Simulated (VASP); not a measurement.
# As2Se (P-3m1) in VASP: notebook, part 2 of 2

VASP 6.6.1. Earlier steps stand in the parts before.

### Step 4. Single point, PBE

This run uses another cell than the first one, of 21.34 Å³/atom.

INCAR reads:

```
ALGO     = Normal         # electronic algorithm
EDIFF    = 1E-6           # SCF threshold, eV
ENCUT    = 500            # plane-wave cutoff, eV
GGA      = PE             # functional
GGA_COMPAT= False        
ISIF     = 2              # what is computed and relaxed
ISMEAR   = 0              # smearing method
LASPH    = True           # aspherical terms in the spheres
LCHARG   = False          # write CHGCAR
LREAL    = False          # projectors in reciprocal space
LWAVE    = False          # write WAVECAR
NBANDS   = 15             # bands
NELM     = 120            # most SCF steps
PREC     = Accurate       # precision mode
SIGMA    = 0.2            # smearing width, eV
```

KPOINTS reads:

```
k-points
0
Gamma
  6 6 4
```

POSCAR reads:

```
As2Se
1.0
    3.9203770439      0.0000000031      0.0000000000
   -1.9601885247      3.3951461109      0.0000000000
    0.0000000000      0.0000000000      4.8094759993
As Se
2 1
Direct
    0.3333333333      0.6666666667      0.1474301217
    0.6666666667      0.3333333333      0.8525698783
    0.0000000000      0.0000000000      0.5000000000
```

Potentials or basis: VASP PAW PBE potentials, release 64 (As, Se).

On the command line:

```bash
> cat potpaw_PBE.64/As/POTCAR potpaw_PBE.64/Se/POTCAR > POTCAR
> mpirun -np 1 vasp_std > vasp.out
```

OUTCAR:

```text
EDIFF = 1E-6
   ENCUT = 500
   GGA = PE
   ISIF = 2
   ISMEAR = 0
   LASPH = True
   LREAL = False
   NELM = 120
   PREC = Accurate

 ion  position               nearest neighbor table
   1  0.333  0.667  0.147-   2 2.67   2 2.67   2 2.67   3 2.83   3 2.83   3 2.83
   2  0.667  0.333  0.853-   1 2.67   1 2.67   1 2.67   3 2.83   3 2.83   3 2.83
   3  0.000  0.000  0.500-   1 2.83   2 2.83   2 2.83   1 2.83   2 2.83   1 2.83

  LATTYP: Found a hexagonal cell.
 ALAT       =     3.9203770439
 C/A-ratio  =     1.2267891444

  Lattice vectors:

 A1 = (   3.9203770439,   0.0000000031,   0.0000000000)
 A2 = (  -1.9601885247,   3.3951461109,   0.0000000000)
 A3 = (   0.0000000000,   0.0000000000,   4.8094759993)

Analysis of symmetry for initial positions (statically):
=====================================================================
 Subroutine PRICEL returns:
 Original cell was already a primitive cell.

 Routine SETGRP: Setting up the symmetry group for a
 hexagonal supercell.

 Subroutine GETGRP returns: Found 12 space group operations
 (whereof 12 operations were pure point group operations)
 out of a pool of 24 trial point group operations.

The static configuration has the point symmetry D_3d.

Analysis of symmetry for dynamics (positions and initial velocities):
=====================================================================
 Subroutine PRICEL returns:
 Original cell was already a primitive cell.

 Routine SETGRP: Setting up the symmetry group for a
 hexagonal supercell.

 Subroutine GETGRP returns: Found 12 space group operations
 (whereof 12 operations were pure point group operations)
 out of a pool of 24 trial point group operations.

The dynamic configuration has the point symmetry D_3d.

 Subroutine INISYM returns: Found 12 space group operations
 (whereof 12 operations are pure point group operations),
[... 124 lines left out ...]
   AEXX    =    0.0000 exact exchange contribution
   IVDW    =     0    specifies the selected vdW correction
   LEPSILON=     F    determine dielectric tensor
   LRPA    =     F    only Hartree local field effects (RPA)
 non-spin polarized calculation
 Gauss-broadening in eV      SIGMA  =   0.20
  energy-cutoff  :      500.00
  volume of cell :       64.02
 maximum number of plane-waves:      1647
 NGX is ok and might be reduce to    30
   NGX = 15   NGY = 15   NGZ = 17

 number of electron      15.9999999 magnetization

 Free energy of the ion-electron system (eV)
  ---------------------------------------------------
  ext. energy  EPLUGINS =         0.00000000
  ---------------------------------------------------
  free energy    TOTEN  =       -12.59737541 eV

  energy without entropy =      -12.57186401  energy(sigma->0) =      -12.58461971

 E-fermi :   5.0721     XC(G=0): -10.1161

 val. band max:        4.9726070912   @ k =  -0.0000   0.1667   0.2500
 cond. band min:       5.1174758476   @ k =   0.3333   0.1667   0.5000
 fundamental gap:      0.1448687564
 Fermi energy:         5.0721294906

 k-point     1 :       0.0000    0.0000    0.0000
  band No.  band energies     occupation
      1     -10.0488      2.00000
      2      -5.9019      2.00000
      3      -3.7059      2.00000
      4       2.8991      2.00000
      5       2.8991      2.00000
      6       3.4882      2.00000
      7       3.4882      2.00000
      8       3.6100      2.00000
      9       4.4762      1.99997
     10       8.0402      0.00000
     11       8.3523      0.00000
     12       8.3523      0.00000
     13      12.2483      0.00000
     14      13.2269      0.00000
[... 401 lines left out ...]
      2      -5.5992      2.00000
      3      -5.5992      2.00000
      4      -0.8930      2.00000
      5      -0.5737      2.00000
      6      -0.5737      2.00000
      7       5.9673      0.00000
      8       6.7734      0.00000
      9       6.7734      0.00000
     10       8.2037      0.00000
     11       8.2176      0.00000
     12       8.2176      0.00000
     13      13.7379      0.00000
     14      13.7832      0.00000
     15      13.7832      0.00000

------------------------ aborting loop because EDIFF is reached ----------------------------------------

  FORCE on cell =-STRESS in cart. coord.  units (eV):
  Direction    XX          YY          ZZ          XY          YZ          ZX
  --------------------------------------------------------------------------------------
  -------------------------------------------------------------------------------------
  Total       -0.0105745     -0.0105745     -0.2137654      0.0000000      0.0000000      0.0000000
  in kB       -0.2646585     -0.2646585     -5.3501256      0.0000000      0.0000000      0.0000000
  external PRESSURE =      -1.9598142 kB  Pullay stress =       0.0000000 kB

 VOLUME and BASIS-vectors are now :
 -----------------------------------------------------------------------------
  energy-cutoff  :      500.00
  volume of cell :       64.02
      direct lattice vectors                 reciprocal lattice vectors
     3.920377044  0.000000003  0.000000000     0.255077506  0.147269067  0.000000000
    -1.960188525  3.395146111  0.000000000    -0.000000000  0.294538134  0.000000000
     0.000000000  0.000000000  4.809475999     0.000000000  0.000000000  0.207922859

 POSITION                                       TOTAL-FORCE (eV/Angst)
 -----------------------------------------------------------------------------------
     -0.00000      2.26343      0.70906        -0.000000     -0.000000      0.045552
      1.96019      1.13172      4.10041         0.000000      0.000000     -0.045552
      0.00000      0.00000      2.40474         0.000000      0.000000      0.000000
 -----------------------------------------------------------------------------------
    total drift:                                0.000000     -0.000000      0.000000

  FREE ENERGIE OF THE ION-ELECTRON SYSTEM (eV)
  ---------------------------------------------------
  free  energy   TOTEN  =       -12.5973754112 eV

  energy  without entropy=      -12.5718640085  energy(sigma->0) =      -12.58461971
```

stdout:

```text
POSCAR found type information on POSCAR AsSe
 POSCAR found :  2 types and       3 ions
 scaLAPACK will be used
 LDA part: xc-table for (Slater+PW92), standard interpolation
 POSCAR, INCAR and KPOINTS ok, starting setup
 FFT: planning ... GRIDC
 FFT: planning ... GRID_SOFT
 FFT: planning ... GRID
 WAVECAR not read
 entering main loop
```

It took 36 s on 1 thread of Intel Xeon 8259CL, shared host; peak memory 0.18 GiB.

Results:

```yaml
Free_energy: -12.5974 eV
Pressure: -0.2 GPa
Largest_force: 0.046 eV/Å
Band_gap_on_the_k_mesh: zero (bands 8 and 9 overlap by 4.22 eV)
```

Forces in eV/Å, atoms in the order of the input:
```
As   0.000  0.000  0.046
As   0.000  0.000 -0.046
Se   0.000  0.000  0.000
```

### Step 5. Overview

```tsv
cell	gap on the mesh (eV)	pressure (GPa)	largest force (eV/Å)
a = 3.908, b = 3.908, c = 4.823 Å, angles 90.0, 90.0, 120.0°, 3 atoms, atomic positions A	none	0.0	0.01
a = 3.917, b = 3.917, c = 4.803 Å, angles 90.0, 90.0, 120.0°, 3 atoms, atomic positions A	none	0.0	0.02
a = 3.920, b = 3.920, c = 4.809 Å, angles 90.0, 90.0, 120.0°, 3 atoms, atomic positions B	none	-0.2	0.05
```

Alike in all rows: task single point; level PBE; potentials or basis VASP PAW PBE potentials, release 64 (As, Se); no spin polarisation; k mesh 6 × 6 × 4; cutoff (eV) 500; smearing gaussian 0.2 eV.

Absolute energies hang on the potentials; compare differences alone.
